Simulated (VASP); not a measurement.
# TaSiO4 (P4/mmm) in VASP: further runs

Runs on TaSiO4. Level: PBE. Tasks: single point, relaxation of cell and atoms.

Everything below comes from runs of VASP 6.6.1. Logs are shortened: lines on timing, memory, paths and dates and some standing lists are left out, and cuts for length are marked.

## (1) The cell of the first run

Symmetry: P4/mmm, No. 123, tetragonal system. The conventional cell has a = 3.398 Å, b = 3.398 Å, c = 4.891 Å, α = 90.00°, β = 90.00°, γ = 90.00°. Within 2.8 Å of Ta (site symmetry 4/mmm) lie 8 O at 2.12 Å. Si (site symmetry 4/mmm) has 8 O at 2.07 Å within 2.7 Å. O (site symmetry 2mm) has 2 Si at 2.07 Å and 2 Ta at 2.12 Å and 6 O at 2.36 to 2.54 Å within 2.7 Å.

The cell was built from a structure type or drawn by symmetry, and may not be a known phase.

## (2) Single point, PBE

INCAR

```
ALGO = Normal
EDIFF = 1E-6
ENCUT = 520
GGA = PE
ISIF = 2
ISMEAR = 0
LASPH = T
LCHARG = F
LREAL = F
LWAVE = F
NBANDS = 28
NELM = 80
PREC = Accurate
SIGMA = 0.1
```

KPOINTS

```
k-points
0
Gamma
  12 12 8
```

POSCAR

```
TaSiO4
1.0
    3.3980479642      0.0000000000      0.0000000000
    0.0000000000      3.3980479642      0.0000000000
    0.0000000000      0.0000000000      4.8908917731
Ta Si O
1 1 4
Direct
    0.5000000000      0.5000000000      0.5000000000
    0.0000000000      0.0000000000      0.0000000000
    0.5000000000      0.0000000000      0.7591592476
    0.0000000000      0.5000000000      0.2408407524
    0.5000000000      0.0000000000      0.2408407524
    0.0000000000      0.5000000000      0.7591592476
```

Potentials or basis: VASP PAW PBE potentials, release 64 (Ta_pv, Si, O).

On the command line:

```console
> cat potpaw_PBE.64/Ta_pv/POTCAR potpaw_PBE.64/Si/POTCAR potpaw_PBE.64/O/POTCAR > POTCAR
> mpirun -np 1 vasp_std > vasp.out
```

OUTCAR:

```text
EDIFF = 1E-6
   ENCUT = 520
   GGA = PE
   ISIF = 2
   ISMEAR = 0
   LASPH = T
   LREAL = F
   NELM = 80
   PREC = Accurate

 ion  position               nearest neighbor table
   1  0.500  0.500  0.500-   3 2.12   4 2.12   5 2.12   6 2.12   3 2.12   5 2.12   4 2.12   6 2.12

   2  0.000  0.000  0.000-   3 2.07   4 2.07   5 2.07   6 2.07   4 2.07   6 2.07   3 2.07   5 2.07

   3  0.500  0.000  0.759-   2 2.07   2 2.07   1 2.12   1 2.12
   4  0.000  0.500  0.241-   2 2.07   2 2.07   1 2.12   1 2.12
   5  0.500  0.000  0.241-   2 2.07   2 2.07   1 2.12   1 2.12
   6  0.000  0.500  0.759-   2 2.07   2 2.07   1 2.12   1 2.12

  LATTYP: Found a simple tetragonal cell.
 ALAT       =     3.3980479642
 C/A-ratio  =     1.4393239368

  Lattice vectors:

 A1 = (   3.3980479642,   0.0000000000,   0.0000000000)
 A2 = (   0.0000000000,   3.3980479642,   0.0000000000)
 A3 = (   0.0000000000,   0.0000000000,   4.8908917731)

Analysis of symmetry for initial positions (statically):
=====================================================================
 Subroutine PRICEL returns:
 Original cell was already a primitive cell.

 Routine SETGRP: Setting up the symmetry group for a
 simple tetragonal supercell.

 Subroutine GETGRP returns: Found 16 space group operations
 (whereof 16 operations were pure point group operations)
 out of a pool of 16 trial point group operations.

The static configuration has the point symmetry D_4h.

Analysis of symmetry for dynamics (positions and initial velocities):
=====================================================================
 Subroutine PRICEL returns:
 Original cell was already a primitive cell.

 Routine SETGRP: Setting up the symmetry group for a
 simple tetragonal supercell.

 Subroutine GETGRP returns: Found 16 space group operations
 (whereof 16 operations were pure point group operations)
 out of a pool of 16 trial point group operations.

The dynamic configuration has the point symmetry D_4h.

 Subroutine INISYM returns: Found 16 space group operations
 (whereof 16 operations are pure point group operations),
 and found     1 'primitive' translations

----------------------------------------------------------------------------------------

                                     Primitive cell

  volume of cell :      56.4738

  direct lattice vectors                    reciprocal lattice vectors
     3.398047964  0.000000000  0.000000000     0.294286605  0.000000000  0.000000000
     0.000000000  3.398047964  0.000000000     0.000000000  0.294286605  0.000000000
     0.000000000  0.000000000  4.890891773     0.000000000  0.000000000  0.204461691

  length of vectors
     3.398047964  3.398047964  4.890891773     0.294286605  0.294286605  0.204461691

  position of ions in fractional coordinates (direct lattice)
     0.500000000  0.500000000  0.500000000
     0.000000000  0.000000000  0.000000000
     0.500000000  0.000000000  0.759159248
     0.000000000  0.500000000  0.240840752
     0.500000000  0.000000000  0.240840752
     0.000000000  0.500000000  0.759159248

  ion indices of the primitive-cell ions
   primitive index   ion index
                 1           1
                 2           2
                 3           3
                 4           4
                 5           5
                 6           6

----------------------------------------------------------------------------------------

 KPOINTS: k-points

Automatic generation of k-mesh.
 Grid dimensions read from file:
 generate k-points for:   12   12    8

 Generating k-lattice:

  Cartesian coordinates                     Fractional coordinates (reciprocal lattice)
     0.024523884  0.000000000  0.000000000     0.083333333  0.000000000  0.000000000
     0.000000000  0.024523884  0.000000000     0.000000000  0.083333333  0.000000000
     0.000000000  0.000000000  0.025557711     0.000000000  0.000000000  0.125000000

  Length of vectors
     0.024523884  0.024523884  0.025557711

  Shift w.r.t. Gamma in fractional coordinates (k-lattice)
     0.000000000  0.000000000  0.000000000

 Subroutine IBZKPT returns following result:
 ===========================================

 Found    140 irreducible k-points:

 Following reciprocal coordinates:
            Coordinates               Weight
  0.000000  0.000000  0.000000      1.000000
  0.083333  0.000000  0.000000      4.000000
  0.166667  0.000000  0.000000      4.000000
  0.250000  0.000000  0.000000      4.000000
  0.333333  0.000000  0.000000      4.000000
  0.416667  0.000000  0.000000      4.000000
[... 16 lines left out ...]
  0.333333  0.333333  0.000000      4.000000
  0.416667  0.333333  0.000000      8.000000
 [... further k-points ...]
   k-points           NKPTS =    140   k-points in BZ     NKDIM =    140   number of bands    NBANDS=     28
   number of dos      NEDOS =    301   number of ions     NIONS =      6
   total plane-waves  NPLWV =  28224
   dimension x,y,z NGX =    28 NGY =   28 NGZ =   36
   dimension x,y,z NGXF=    56 NGYF=   56 NGZF=   72
   ions per type =               1   1   4
   NGX,Y,Z   is equivalent  to a cutoff of  13.70, 13.70, 12.24 a.u.
   NGXF,Y,Z  is equivalent  to a cutoff of  27.40, 27.40, 24.47 a.u.
 SYSTEM =  unknown system
   PREC   = accura    normal or accurate (medium, high low for compatibility)
   ISTART =      0    job   : 0-new  1-cont  2-samecut
   ICHARG =      2    charge: 1-file 2-atom 10-const
   ISPIN  =      1    spin polarized calculation?
   LNONCOLLINEAR =      F non collinear calculations
   LSORBIT =      F    spin-orbit coupling
   LASPH  =      T    aspherical Exc in radial PAW
   ENCUT  =  520.0 eV  38.22 Ry    6.18 a.u.   6.32  6.32  9.09*2*pi/ulx,y,z
   NELM   =     80;   NELMIN=  2; NELMDL= -5     # of ELM steps
   EDIFF  = 0.1E-05   stopping-criterion for ELM
   LREAL  =      F    real-space projection
   EDIFFG = 0.1E-04   stopping-criterion for IOM
   NSW    =      0    number of steps for IOM
   IBRION =     -1    ionic relax: 0-MD 1-quasi-New 2-CG
   NFREE  =      0    steps in history (QN), initial steepest desc. (CG)
   ISIF   =      2    stress and relaxation
   ISYM   =      2    0-nonsym 1-usesym 2-fastsym
   POTIM  = 0.5000    time-step for ionic-motion
   TEBEG  =    0.0;   TEEND  =   0.0 temperature during run
   PSTRESS=    0.0 pullay stress
   NELECT =      39.0000    total number of electrons
   NUPDOWN=      -1.0000    fix difference up-down
   EMIN   =  10.00;   EMAX   =-10.00  energy-range for DOS
   EFERMI =   0.00;   METHOD = LEGACY
   ISMEAR =     0;   SIGMA  =   0.10  broadening in eV -4-tet -1-fermi 0-gaus
   EFERMI_NEDOS =   21; number of points for ismear=-14 and -15
   IALGO  =     38    algorithm
   IMIX   =      4    mixing-type and parameters
     AMIX     =   0.40;   BMIX     =  1.00
     AMIX_MAG =   1.60;   BMIX_MAG =  1.00
  volume/ion in A,a.u.               =       9.41        63.52
  Fermi-wavevector in a.u.,A,eV,Ry     =   1.447040  2.734510 28.489595  2.093926
  Thomas-Fermi vector in A             =   2.565041
   LORBIT       =      0    0 simple, 1 ext, 2 COOP (PROOUT), +10 PAW based schemes
   GGA     = PE    functional components
   LHFCALC =     F    Hartree Fock is set to
   AEXX    =    0.0000 exact exchange contribution
   IVDW    =     0    specifies the selected vdW correction
   LEPSILON=     F    determine dielectric tensor
   LRPA    =     F    only Hartree local field effects (RPA)
 non-spin polarized calculation
 Gauss-broadening in eV      SIGMA  =   0.10
  energy-cutoff  :      520.00
  volume of cell :       56.47
 maximum number of plane-waves:      1536
 NGX is ok and might be reduce to    28
   NGX = 13   NGY = 13   NGZ = 19

 number of electron      38.9999996 magnetization

 Free energy of the ion-electron system (eV)
  ---------------------------------------------------
  ext. energy  EPLUGINS =         0.00000000
  ---------------------------------------------------
  free energy    TOTEN  =       -49.23182975 eV

  energy without entropy =      -49.22834366  energy(sigma->0) =      -49.23008670

 E-fermi :   8.3447     XC(G=0): -12.1936

 val. band max:        8.2846954975   @ k =   0.0833   0.0833   0.3750
 cond. band min:       8.3576088228   @ k =   0.3333   0.3333   0.3750
 fundamental gap:      0.0729133253
 Fermi energy:         8.3447140596

 k-point     1 :       0.0000    0.0000    0.0000
  band No.  band energies     occupation
      1     -28.4344      2.00000
      2     -28.2032      2.00000
      3     -28.2032      2.00000
      4     -14.2790      2.00000
      5     -11.9833      2.00000
      6     -11.2655      2.00000
[... 20 lines left out ...]
     27      14.3074      0.00000
     28      14.3483      0.00000

 k-point     2 :       0.0833    0.0000    0.0000
  band No.  band energies     occupation
      1     -28.4310      2.00000
      2     -28.2203      2.00000
      3     -28.2023      2.00000
      4     -14.2161      2.00000
      5     -11.9679      2.00000
      6     -11.2913      2.00000
[... 20 lines left out ...]
     27      14.1460      0.00000
     28      14.3985      0.00000

 k-point     3 :       0.1667    0.0000    0.0000
  band No.  band energies     occupation
      1     -28.4216      2.00000
      2     -28.2667      2.00000
      3     -28.1998      2.00000
      4     -14.0339      2.00000
      5     -11.9221      2.00000
      6     -11.3765      2.00000
[... 20 lines left out ...]
     27      14.2184      0.00000
     28      14.6522      0.00000

 k-point     4 :       0.2500    0.0000    0.0000
  band No.  band energies     occupation
      1     -28.4087      2.00000
      2     -28.3292      2.00000
      3     -28.1964      2.00000
      4     -13.7508      2.00000
      5     -11.8491      2.00000
      6     -11.5363      2.00000
[... 578 lines left out ...]
     27      15.6581      0.00000
     28      16.3997      0.00000

 k-point    23 :       0.3333    0.3333    0.0000
  band No.  band energies     occupation
      1     -28.3793      2.00000
      2     -28.3766      2.00000
      3     -28.3583      2.00000
      4     -12.6535      2.00000
      5     -11.7766      2.00000
      6     -11.5682      2.00000
[... 20 lines left out ...]
     27      16.0564      0.00000
     28      16.1978      0.00000

 k-point    24 :       0.4167    0.3333    0.0000
  band No.  band energies     occupation
      1     -28.4218      2.00000
      2     -28.3748      2.00000
      3     -28.3491      2.00000
      4     -12.3603      2.00000
      5     -11.8879      2.00000
      6     -11.4931      2.00000
[... 20 lines left out ...]
     27      15.6233      0.00000
     28      16.2561      0.00000

 [... further k-points ...]

------------------------ aborting loop because EDIFF is reached ----------------------------------------

  FORCE on cell =-STRESS in cart. coord.  units (eV):
  Direction    XX          YY          ZZ          XY          YZ          ZX
  --------------------------------------------------------------------------------------
  -------------------------------------------------------------------------------------
  Total        0.1874623      0.1874623      0.2077662      0.0000000      0.0000000      0.0000000
  in kB        5.3183567      5.3183567      5.8943832      0.0000000      0.0000000      0.0000000
  external PRESSURE =       5.5103655 kB  Pullay stress =       0.0000000 kB

 VOLUME and BASIS-vectors are now :
 -----------------------------------------------------------------------------
  energy-cutoff  :      520.00
  volume of cell :       56.47
      direct lattice vectors                 reciprocal lattice vectors
     3.398047964  0.000000000  0.000000000     0.294286605  0.000000000  0.000000000
     0.000000000  3.398047964  0.000000000     0.000000000  0.294286605  0.000000000
     0.000000000  0.000000000  4.890891773     0.000000000  0.000000000  0.204461691

 POSITION                                       TOTAL-FORCE (eV/Angst)
 -----------------------------------------------------------------------------------
      1.69902      1.69902      2.44545        -0.000000     -0.000000      0.000000
      0.00000      0.00000      0.00000        -0.000000     -0.000000      0.000000
      1.69902      0.00000      3.71297        -0.000000     -0.000000      0.030075
      0.00000      1.69902      1.17793         0.000000      0.000000     -0.030075
      1.69902      0.00000      1.17793         0.000000     -0.000000     -0.030075
      0.00000      1.69902      3.71297        -0.000000      0.000000      0.030075
 -----------------------------------------------------------------------------------
    total drift:                                0.000000      0.000000     -0.000000

  FREE ENERGIE OF THE ION-ELECTRON SYSTEM (eV)
  ---------------------------------------------------
  free  energy   TOTEN  =       -49.2318297492 eV

  energy  without entropy=      -49.2283436607  energy(sigma->0) =      -49.23008670
```

Wall time 4.2 min (1 thread of AMD EPYC 7R13, shared host); peak memory 0.29 GiB.

What came out:

| Item | Value |
| --- | --- |
| Free energy | -49.2318 eV |
| Pressure | 0.6 GPa |
| Largest force | 0.030 eV/Å |
| Band gap on the k mesh | zero (an odd number of electrons rules out a gap without spin polarisation) |

Forces in eV/Å, atoms in the order of the input:
```
Ta   0.000  0.000  0.000
Si   0.000  0.000  0.000
O    0.000  0.000  0.030
O    0.000  0.000 -0.030
O    0.000  0.000 -0.030
O    0.000  0.000  0.030
```

Caveat: spin-orbit coupling is left out, which moves the levels of the heavy elements; an odd number of electrons without spin polarisation forces a metal; a magnetic or distorted state may lie lower.

## (3) Relaxation of cell and atoms, PBE

This run uses another cell than the first one, of 9.96 Å³/atom.

INCAR

```
PREC = Accurate ; ENCUT = 600
EDIFF = 1E-7 ; ISMEAR = 0
SIGMA = 0.1 ; LREAL = F
LASPH = T ; NELM = 80
ALGO = Normal ; ISIF = 3
LWAVE = F ; LCHARG = F
GGA = PE ; IBRION = 2
NSW = 90 ; EDIFFG = -0.04
```

KPOINTS

```
Automatic mesh
0
Gamma
  6 6 4
```

POSCAR

```
TaSiO4
1.0
    3.4816851800      0.0000000000      0.0000000000
    0.0000000000      3.4816851800      0.0000000000
    0.0000000000      0.0000000000      4.9298129400
Ta Si O
1 1 4
Direct
    0.5000000000      0.5000000000      0.5000000000
    0.0000000000      0.0000000000      0.0000000000
    0.5000000000      0.0000000000      0.7458124800
    0.0000000000      0.5000000000      0.2541875200
    0.5000000000      0.0000000000      0.2541875200
    0.0000000000      0.5000000000      0.7458124800
```

Potentials or basis: VASP PAW PBE potentials, release 64 (Ta_pv, Si, O).

On the command line:

```console
> cat potpaw_PBE.64/Ta_pv/POTCAR potpaw_PBE.64/Si/POTCAR potpaw_PBE.64/O/POTCAR > POTCAR
> mpirun -np 1 vasp_std > vasp.out
```

OUTCAR:

```text
PREC = Accurate
   ENCUT = 600
   EDIFF = 1E-7
   ISMEAR = 0
   LREAL = F
   LASPH = T
   NELM = 80
   ISIF = 3
   GGA = PE
   IBRION = 2
   NSW = 90
   EDIFFG = -0.04

 ion  position               nearest neighbor table
   1  0.500  0.500  0.500-   3 2.12   4 2.12   5 2.12   6 2.12   3 2.12   5 2.12   4 2.12   6 2.12

   2  0.000  0.000  0.000-   3 2.14   4 2.14   5 2.14   6 2.14   4 2.14   6 2.14   3 2.14   5 2.14

   3  0.500  0.000  0.746-   1 2.12   1 2.12   2 2.14   2 2.14
   4  0.000  0.500  0.254-   1 2.12   1 2.12   2 2.14   2 2.14
   5  0.500  0.000  0.254-   1 2.12   1 2.12   2 2.14   2 2.14
   6  0.000  0.500  0.746-   1 2.12   1 2.12   2 2.14   2 2.14

  LATTYP: Found a simple tetragonal cell.
 ALAT       =     3.4816851800
 C/A-ratio  =     1.4159272551
[... 355 lines left out ...]
  ext. energy  EPLUGINS =         0.00000000
  ---------------------------------------------------
  free energy    TOTEN  =       -49.24716050 eV

  energy without entropy =      -49.24146829  energy(sigma->0) =      -49.24431439

 E-fermi :   8.3324     XC(G=0): -12.1854

 val. band max:        8.2610775027   @ k =   0.3333   0.0000   0.0000
 cond. band min:       8.3913978401   @ k =   0.5000   0.5000   0.5000
 fundamental gap:      0.1303203374
 Fermi energy:         8.3323536316

 k-point     1 :       0.0000    0.0000    0.0000
  band No.  band energies     occupation
      1     -28.4356      2.00000
      2     -28.2443      2.00000
      3     -28.2443      2.00000
      4     -14.2800      2.00000
      5     -11.9833      2.00000
      6     -11.2829      2.00000
[... 613 lines left out ...]
     22      10.9427      0.00000
     23      12.6341      0.00000

 [... further k-points ...]

------------------------ aborting loop because EDIFF is reached ----------------------------------------

  FORCE on cell =-STRESS in cart. coord.  units (eV):
  Direction    XX          YY          ZZ          XY          YZ          ZX
  --------------------------------------------------------------------------------------
  -------------------------------------------------------------------------------------
  Total        0.0589218      0.0589218      0.0210684      0.0000000      0.0000000      0.0000000
  in kB        1.6694111      1.6694111      0.5969246      0.0000000      0.0000000      0.0000000
  external PRESSURE =       1.3119156 kB  Pullay stress =       0.0000000 kB
[... 21 lines left out ...]
  FREE ENERGIE OF THE ION-ELECTRON SYSTEM (eV)
  ---------------------------------------------------
  free  energy   TOTEN  =       -49.2471604965 eV

  energy  without entropy=      -49.2414682901  energy(sigma->0) =      -49.24431439

 reached required accuracy - stopping structural energy minimisation
```

CONTCAR:

```text
TaSiO4
   1.00000000000000
     3.4014128041783227    0.0000000000000000    0.0000000000000000
     0.0000000000000000    3.4014128041783227    0.0000000000000000
     0.0000000000000000    0.0000000000000000    4.8877031637394541
  Ta              Si              O
     1     1     4
Direct
     0.5000000000000000    0.5000000000000000    0.5000000000000000
     0.0000000000000000    0.0000000000000000    1.0000000000000000
     0.5000000000000000    0.0000000000000000    0.7591249879382197
     1.0000000000000000    0.5000000000000000    0.2408750120617802
     0.5000000000000000    1.0000000000000000    0.2408750120617802
     0.0000000000000000    0.5000000000000000    0.7591249879382197

  0.00000000E+00  0.00000000E+00  0.00000000E+00
  0.00000000E+00  0.00000000E+00  0.00000000E+00
  0.00000000E+00  0.00000000E+00  0.00000000E+00
  0.00000000E+00  0.00000000E+00  0.00000000E+00
  0.00000000E+00  0.00000000E+00  0.00000000E+00
  0.00000000E+00  0.00000000E+00  0.00000000E+00
```

It took 3.2 min on 1 thread of AMD EPYC 7R13, shared host; peak memory 0.19 GiB.

Results:

- Free energy: -49.2472 eV
- Relaxed volume: 9.42 Å³/atom
- Relaxed cell: a = 3.401 Å, b = 3.401 Å, c = 4.888 Å, α = 90.00°, β = 90.00°, γ = 90.00°
- Space group after relaxing (to 0.1 Å): P4/mmm (No. 123)
- Energy gained by relaxing: 33.7 meV/atom
- Ionic steps: 5
- Pressure after relaxing: 0.1 GPa
- Largest force after relaxing: 0.008 eV/Å
- Band gap on the k mesh: zero (an odd number of electrons rules out a gap without spin polarisation)

Forces on the atoms (eV/Å):
```
Ta   0.000  0.000  0.000
Si   0.000  0.000  0.000
O    0.000  0.000 -0.008
O    0.000  0.000  0.008
O    0.000  0.000  0.008
O    0.000  0.000 -0.008
```

Step by step:
```
step  energy change (eV)  largest force (eV/Å)  pressure (GPa)  volume (Å³)
   1              0.0000                0.9298           -6.76        59.76
   2             -0.1764                0.5293            3.83        56.19
   3             -0.1765                0.5161            4.18        56.09
   4             -0.1752                0.5281           -3.67        57.03
   5             -0.2019                0.0076            0.13        56.55
```

Final structure:
```
CELL_PARAMETERS angstrom
3.40141 0.00000 0.00000
0.00000 3.40141 0.00000
0.00000 0.00000 4.88770
ATOMIC_POSITIONS crystal
Ta 0.50000 0.50000 0.50000
Si 0.00000 0.00000 0.00000
O 0.50000 0.00000 0.75913
O 0.00000 0.50000 0.24088
O 0.50000 0.00000 0.24088
O 0.00000 0.50000 0.75913
```

Caveat: spin-orbit coupling is left out, which moves the levels of the heavy elements; an odd number of electrons without spin polarisation forces a metal; a magnetic or distorted state may lie lower.

[end of part 1 of 2]
